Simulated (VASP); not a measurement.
# NaAl2 (P-6m2) in VASP: notebook, part 2 of 2

VASP 6.6.1. Earlier steps stand in the parts before.

### 3 Relaxation of cell and atoms, PBE

This run uses another cell than the first one, of 20.52 Å³/atom.

The input, INCAR:

```
SYSTEM = NaAl2
PREC     = Accurate       ! precision mode
ENCUT    = 600            ! plane-wave cutoff, eV
EDIFF    = 1E-6           ! SCF threshold, eV
ISMEAR   = 0              ! smearing method
SIGMA    = 0.1            ! smearing width, eV
LREAL    = .FALSE.        ! projectors in reciprocal space
LASPH    = .TRUE.         ! aspherical terms in the spheres
NELM     = 80             ! most SCF steps
ALGO     = Fast           ! electronic algorithm
ISIF     = 3              ! what is computed and relaxed
LWAVE    = .FALSE.        ! write WAVECAR
LCHARG   = .FALSE.        ! write CHGCAR
GGA      = PE             ! functional
IBRION   = 2              ! ionic algorithm
NSW      = 100            ! ionic steps
EDIFFG   = -0.01          ! ionic threshold
```

The input, KPOINTS:

```
regular mesh
0
G
  12 12 16
  0 0 0
```

The input, POSCAR:

```
NaAl2
1.0
    5.0509088878      0.0000000000      0.0000000000
   -2.5254544439      4.3742154090      0.0000000000
    0.0000000000      0.0000000000      2.7861333032
Na Al
1 2
Direct
    0.6666666667      0.3333333333      0.5000000000
    0.0000000000      0.0000000000      0.0000000000
    0.3333333333      0.6666666667      0.5000000000
```

Potentials or basis: VASP PAW PBE potentials, release 64 (Na_pv, Al).

On the command line:

```
$ cat potpaw_PBE.64/Na_pv/POTCAR potpaw_PBE.64/Al/POTCAR > POTCAR
$ mpirun -np 1 vasp_std > vasp.out
```

OUTCAR:

```text
SYSTEM = NaAl2
   PREC = Accurate
   ENCUT = 600
   EDIFF = 1E-6
   ISMEAR = 0
   LREAL = .FALSE.
   LASPH = .TRUE.
   NELM = 80
   ISIF = 3
   GGA = PE
   IBRION = 2
   NSW = 100
   EDIFFG = -0.01

 ion  position               nearest neighbor table
   1  0.667  0.333  0.500-   3 2.92   3 2.92   3 2.92
   2  0.000  0.000  0.000-   3 3.23   3 3.23   3 3.23   3 3.23   3 3.23   3 3.23
   3  0.333  0.667  0.500-   1 2.92   1 2.92   1 2.92   2 3.23   2 3.23   2 3.23   2 3.23   2 3.23
                             2 3.23

  LATTYP: Found a hexagonal cell.
 ALAT       =     5.0509088878
 C/A-ratio  =     0.5516102874

  Lattice vectors:

 A1 = (   5.0509088878,   0.0000000000,   0.0000000000)
 A2 = (  -2.5254544439,   4.3742154090,   0.0000000000)
 A3 = (   0.0000000000,   0.0000000000,   2.7861333032)

Analysis of symmetry for initial positions (statically):
=====================================================================
 Subroutine PRICEL returns:
 Original cell was already a primitive cell.

 Routine SETGRP: Setting up the symmetry group for a
 hexagonal supercell.

 Subroutine GETGRP returns: Found 12 space group operations
 (whereof 12 operations were pure point group operations)
 out of a pool of 24 trial point group operations.

The static configuration has the point symmetry D_3h.

Analysis of symmetry for dynamics (positions and initial velocities):
=====================================================================
 Subroutine PRICEL returns:
 Original cell was already a primitive cell.

 Routine SETGRP: Setting up the symmetry group for a
 hexagonal supercell.

 Subroutine GETGRP returns: Found 12 space group operations
 (whereof 12 operations were pure point group operations)
 out of a pool of 24 trial point group operations.

The dynamic configuration has the point symmetry D_3h.

 Subroutine INISYM returns: Found 12 space group operations
 (whereof 12 operations are pure point group operations),
 and found     1 'primitive' translations

----------------------------------------------------------------------------------------

                                     Primitive cell

  volume of cell :      61.5562

  direct lattice vectors                    reciprocal lattice vectors
     5.050908888  0.000000000  0.000000000     0.197984169  0.114306213  0.000000000
    -2.525454444  4.374215409  0.000000000     0.000000000  0.228612427  0.000000000
     0.000000000  0.000000000  2.786133303     0.000000000  0.000000000  0.358920371

  length of vectors
     5.050908888  5.050908888  2.786133303     0.228612427  0.228612427  0.358920371

  position of ions in fractional coordinates (direct lattice)
     0.666666667  0.333333333  0.500000000
     0.000000000  0.000000000  0.000000000
     0.333333333  0.666666667  0.500000000

  ion indices of the primitive-cell ions
[... 110 lines left out ...]
 Gauss-broadening in eV      SIGMA  =   0.10
  energy-cutoff  :      600.00
  volume of cell :       61.56
 maximum number of plane-waves:      2081
   NGX = 21   NGY = 21   NGZ = 11

--------------------------------------- Ionic step        1  -------------------------------------------

 number of electron      13.0000000 magnetization

 Free energy of the ion-electron system (eV)
  ---------------------------------------------------
  ext. energy  EPLUGINS =         0.00000000
  ---------------------------------------------------
  free energy    TOTEN  =        -7.95406934 eV

  energy without entropy =       -7.94807771  energy(sigma->0) =       -7.95107353

------------------------ aborting loop because EDIFF is reached ----------------------------------------

  FORCE on cell =-STRESS in cart. coord.  units (eV):
  Direction    XX          YY          ZZ          XY          YZ          ZX
  --------------------------------------------------------------------------------------
  -------------------------------------------------------------------------------------
  Total        0.0274291      0.0274291      0.1741586      0.0000000      0.0000000     -0.0000000
  in kB        0.7139205      0.7139205      4.5329812      0.0000000      0.0000000     -0.0000000
  external PRESSURE =       1.9869407 kB  Pullay stress =       0.0000000 kB

 VOLUME and BASIS-vectors are now :
 -----------------------------------------------------------------------------
  energy-cutoff  :      600.00
  volume of cell :       61.56
      direct lattice vectors                 reciprocal lattice vectors
     5.050908888  0.000000000  0.000000000     0.197984169  0.114306213  0.000000000
    -2.525454444  4.374215409  0.000000000     0.000000000  0.228612427  0.000000000
     0.000000000  0.000000000  2.786133303     0.000000000  0.000000000  0.358920371

 POSITION                                       TOTAL-FORCE (eV/Angst)
 -----------------------------------------------------------------------------------
      2.52545      1.45807      1.39307         0.000000      0.000000      0.000000
      0.00000      0.00000      0.00000        -0.000000      0.000000      0.000000
     -0.00000      2.91614      1.39307        -0.000000      0.000000      0.000000
 -----------------------------------------------------------------------------------
    total drift:                               -0.000001      0.000001      0.000000

  FREE ENERGIE OF THE ION-ELECTRON SYSTEM (eV)
  ---------------------------------------------------
  free  energy   TOTEN  =        -7.9540693427 eV

  energy  without entropy=       -7.9480777095  energy(sigma->0) =       -7.95107353

--------------------------------------- Ionic step        2  -------------------------------------------

 number of electron      13.0000000 magnetization

 Free energy of the ion-electron system (eV)
  ---------------------------------------------------
  ext. energy  EPLUGINS =         0.00000000
  ---------------------------------------------------
  free energy    TOTEN  =        -7.95432331 eV

  energy without entropy =       -7.94818216  energy(sigma->0) =       -7.95125273

 E-fermi :   4.6493     XC(G=0):  -9.0361

 val. band max:        4.6408884972   @ k =   0.2500   0.0000   0.2500
 cond. band min:       4.6628675486   @ k =   0.2500   0.1667   0.0625
 fundamental gap:      0.0219790514
 Fermi energy:         4.6492836579

 k-point     1 :       0.0000    0.0000    0.0000
  band No.  band energies     occupation
      1     -19.8522      2.00000
      2     -19.8522      2.00000
      3     -19.7771      2.00000
      4      -3.9582      2.00000
      5       2.1447      2.00000
      6       2.9942      2.00000
      7       2.9942      2.00000
      8       5.0203      0.00000
      9       5.0203      0.00000
     10       7.7030      0.00000
[... 287 lines left out ...]
 k-point    24 :       0.3333   -0.0000    0.0625
  band No.  band energies     occupation
      1     -19.8526      2.00000
      2     -19.8512      2.00000
      3     -19.7876      2.00000
      4      -3.1283      2.00000
      5      -0.6072      2.00000
      6       2.2813      2.00000
      7       3.3644      2.00000
      8       7.2129      0.00000
      9       7.3874      0.00000
     10      11.0393      0.00000

 [... further k-points ...]
[... 5 lines left out ...]
  --------------------------------------------------------------------------------------
  -------------------------------------------------------------------------------------
  Total       -0.0254217     -0.0254217      0.0165511      0.0000000      0.0000000      0.0000000
  in kB       -0.6592448     -0.6592448      0.4292080      0.0000000      0.0000000      0.0000000
  external PRESSURE =      -0.2964272 kB  Pullay stress =       0.0000000 kB

 VOLUME and BASIS-vectors are now :
 -----------------------------------------------------------------------------
  energy-cutoff  :      600.00
  volume of cell :       61.78
      direct lattice vectors                 reciprocal lattice vectors
     5.053136760  0.000000000 -0.000000000     0.197896880  0.114255817 -0.000000000
    -2.526568380  4.376144803  0.000000000    -0.000000000  0.228511634 -0.000000000
     0.000000000  0.000000000  2.793936216     0.000000000 -0.000000000  0.357917978

 POSITION                                       TOTAL-FORCE (eV/Angst)
 -----------------------------------------------------------------------------------
      2.52657      1.45871      1.39697        -0.000000     -0.000000     -0.000000
      5.05314      0.00000     -0.00000        -0.000000      0.000000      0.000000
     -0.00000      2.91743      1.39697         0.000000      0.000000      0.000000
 -----------------------------------------------------------------------------------
    total drift:                               -0.000001      0.000001      0.000000

  FREE ENERGIE OF THE ION-ELECTRON SYSTEM (eV)
  ---------------------------------------------------
  free  energy   TOTEN  =        -7.9543233054 eV

  energy  without entropy=       -7.9481821586  energy(sigma->0) =       -7.95125273

 reached required accuracy - stopping structural energy minimisation
```

Wall time 3.8 min (1 thread of Oxide Virtual Turin-like, shared host); peak memory 0.25 GiB.

Results:

* Free energy: -7.9543 eV
* Relaxed volume: 20.59 Å³/atom
* Relaxed cell: a = 5.053 Å, b = 5.053 Å, c = 2.794 Å, α = 90.00°, β = 90.00°, γ = 120.00°
* Space group after relaxing (to 0.1 Å): P-6m2 (No. 187)
* Energy gained by relaxing: 0.1 meV/atom
* Ionic steps: 2
* Pressure after relaxing: 0.0 GPa
* Band gap on the k mesh: zero (an odd number of electrons rules out a gap without spin polarisation)

Step by step:
```csv
step,energy change (eV),largest force (eV/Å),pressure (GPa),volume (Å³)
1,0.0000,0.0000,0.20,61.56
2,-0.0003,0.0000,-0.03,61.78
```

Final structure:
```
Na Al
1.0
     5.05314    0.00000    0.00000
    -2.52657    4.37614    0.00000
     0.00000    0.00000    2.79394
Na Al
1 2
Direct
  0.66667 0.33333 0.50000
  0.00000 0.00000 0.00000
  0.33333 0.66667 0.50000
```

Levels at points of the mesh, in eV from the Fermi level:
```csv
k point,band 4,band 5,band 6,band 7,band 8,band 9,band 10
"(0.00, 0.00, 0.00)",-8.61,-2.50,-1.66,-1.66,0.37,0.37,3.05
"(0.50, 0.00, 0.00)",-7.28,-6.23,-2.60,-1.57,4.20,4.43,5.27
"(0.00, 0.00, 0.50)",-3.94,-3.90,1.92,1.99,2.63,2.63,2.85
"(0.50, 0.00, 0.50)",-2.73,-2.71,-1.58,-1.56,1.70,1.85,2.69
```

The gap in the log of VASP goes by the Fermi energy; the results here count the filled bands.